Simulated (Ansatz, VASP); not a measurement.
**Cu: VASP beside Ansatz**

The input INCAR:

```
SYSTEM = Cu
PREC = Accurate ; ENCUT = 600
EDIFF = 1E-6 ; ISMEAR = 1
SIGMA = 0.1 ; LREAL = .FALSE.
LASPH = .TRUE. ; NELM = 120
ALGO = Normal ; ISIF = 2
LWAVE = .FALSE. ; LCHARG = .FALSE.
GGA = PS ; NBANDS = 18
GGA_COMPAT = .FALSE.
```

File KPOINTS:

```
Automatic mesh
0
G
  13 13 12
  0 0 0
```

POSCAR

```
Cu
1.0
    1.2184640000     -3.9763780000      0.0000000000
    1.2184640000      3.9763780000      0.0000000000
    0.0000000000      0.0000000000      2.4754960000
Cu
2
Direct
    0.1338670000      0.8661330000      0.2500000000
    0.8661330000      0.1338670000      0.7500000000
```

Input for Ansatz:

```yaml
crystal:
  lattice:
    - [1.218464, -3.976378, 0.0]
    - [1.218464, 3.976378, 0.0]
    - [0.0, 0.0, 2.475496]
  atoms:
    - { symbol: Cu, position: [0.133867, 0.866133, 0.25] }
    - { symbol: Cu, position: [0.866133, 0.133867, 0.75] }
kpoints:
  mp_grid:
    grid: [13, 13, 12]
    shift: [0.0, 0.0, 0.0]
hamiltonian:
  xc: pbesol
  pseudopotentials:
    kind: paw
scf:
  occupations:
    method: cold
    width: 0.1
output:
  forces: true
  stress: true
  eigenvalues: true
```

Alike in both runs: task single point; functional PBEsol; k mesh 13 × 13 × 12; no spin polarisation.

|  | VASP | Ansatz |
| --- | --- | --- |
| version | VASP 6.6.1 | Ansatz 0.2.0 |
| potentials or method | VASP PAW PBE potentials, release 64 (Cu) | plane waves, PAW |
| plane-wave cutoff (eV) | 600 | 420 |
| occupations | methfessel-paxton of order 1, width 0.1 eV | cold, width 0.1 eV |
| valence electrons in the cell | 22 | 38 |

Ansatz gave:

```
gap on the k mesh at the Fermi level (eV)                     : none
pressure (GPa)                                                : -1.6
traceless stress, the component that is largest in VASP (GPa) : -0.30
rms of the force components (eV/Å)                            : 0.009
```

What did VASP give for the same quantities?

gap on the k mesh at the Fermi level (eV): none; pressure (GPa): -0.8; traceless stress, the component that is largest in VASP (GPa): -0.30; rms of the force components (eV/Å): 0.007.

VASP's potentials were made for PBE, not for PBEsol. Atom by atom the forces differ by 0.002 eV/Å (rms over components). A gap of «none» marks a metal or a gap that the smearing closes. VASP's potentials hold 22 valence electrons a cell and Ansatz's 38, so a difference there can come from the potentials and not from the codes.
